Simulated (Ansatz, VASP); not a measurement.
Hf2N in VASP and in Ansatz

File INCAR:

```
SYSTEM = Hf2N
PREC     = Accurate       ! precision mode
ENCUT    = 520            ! plane-wave cutoff, eV
EDIFF    = 1E-7           ! SCF threshold, eV
ISMEAR   = 0              ! smearing method
SIGMA    = 0.15           ! smearing width, eV
LREAL    = .FALSE.        ! projectors in reciprocal space
LASPH    = .TRUE.         ! aspherical terms in the spheres
NELM     = 100            ! most SCF steps
ALGO     = Normal         ! electronic algorithm
ISIF     = 2              ! what is computed and relaxed
LWAVE    = .FALSE.        ! write WAVECAR
LCHARG   = .TRUE.         ! write CHGCAR
GGA      = PS             ! functional
LELF     = .TRUE.         ! ELF
LVHAR    = .TRUE.       
NBANDS   = 34             ! bands
```

KPOINTS

```
regular mesh
0
G
  8 8 14
  0 0 0
```

File POSCAR:

```
Hf2N
1.0
    5.4614899056      0.0000000000      0.0000000000
    0.0000000000      5.4614899056      0.0000000000
    0.0000000000      0.0000000000      3.1551027185
Hf N
4 2
Direct
    0.2954631013      0.2954631013      0.0000000000
    0.7045368987      0.7045368987      0.0000000000
    0.7954631013      0.2045368987      0.5000000000
    0.2045368987      0.7954631013      0.5000000000
    0.0000000000      0.0000000000      0.0000000000
    0.5000000000      0.5000000000      0.5000000000
```

Input for Ansatz:

```yaml
crystal:
  lattice:
    - [5.4614899056, 0.0, 0.0]
    - [0.0, 5.4614899056, 0.0]
    - [0.0, 0.0, 3.1551027185]
  atoms:
    - { symbol: Hf, position: [0.2954631013, 0.2954631013, 0.0] }
    - { symbol: Hf, position: [0.7045368987, 0.7045368987, 0.0] }
    - { symbol: Hf, position: [0.7954631013, 0.2045368987, 0.5] }
    - { symbol: Hf, position: [0.2045368987, 0.7954631013, 0.5] }
    - { symbol: "N", position: [0.0, 0.0, 0.0] }
    - { symbol: "N", position: [0.5, 0.5, 0.5] }
basis:
  ecutwfc: 520.0
kpoints:
  mp_grid: { grid: [8, 8, 14] }
hamiltonian:
  xc: pbesol
  pseudopotentials: { kind: paw, azcp: { folder: soft_1 } }
scf:
  occupations: { method: gaussian, width: 0.15 }
output:
  forces: true
  stress: true
  eigenvalues: true
```

Alike in both runs: task single point; functional PBEsol; k mesh 8 × 8 × 14; occupations gaussian, width 0.15 eV; no spin polarisation.

|  | VASP | Ansatz |
| --- | --- | --- |
| version | VASP 6.6.1 | Ansatz 0.2.0 |
| potentials or method | VASP PAW PBE potentials, release 64 (Hf_pv, N), cutoff 520 eV | scalar-relativistic, plane waves, PAW |
| valence electrons in the cell | 50 | 114 |

|  | VASP | Ansatz | Ansatz less VASP |
| --- | --- | --- | --- |
| gap on the k mesh at the Fermi level (eV) | none | none | - |
| pressure (GPa) | -7.7 | -6.7 | +0.99 |
| traceless stress, the component that is largest in VASP (GPa) | 9.75 | 9.85 | +0.095 |
| rms of the force components (eV/Å) | 0.090 | 0.084 | -0.0063 |

VASP's potentials were made for PBE, not for PBEsol, and Ansatz warns of the same on its side. Atom by atom the forces differ by 0.006 eV/Å (rms over components). A gap of «none» marks a metal or a gap that the smearing closes. With one functional, cell and mesh, what is left measures potentials, basis and numerics. VASP's potentials hold 50 valence electrons a cell and Ansatz's 114, so a difference there can come from the potentials and not from the codes.

Spin-orbit coupling is off throughout.
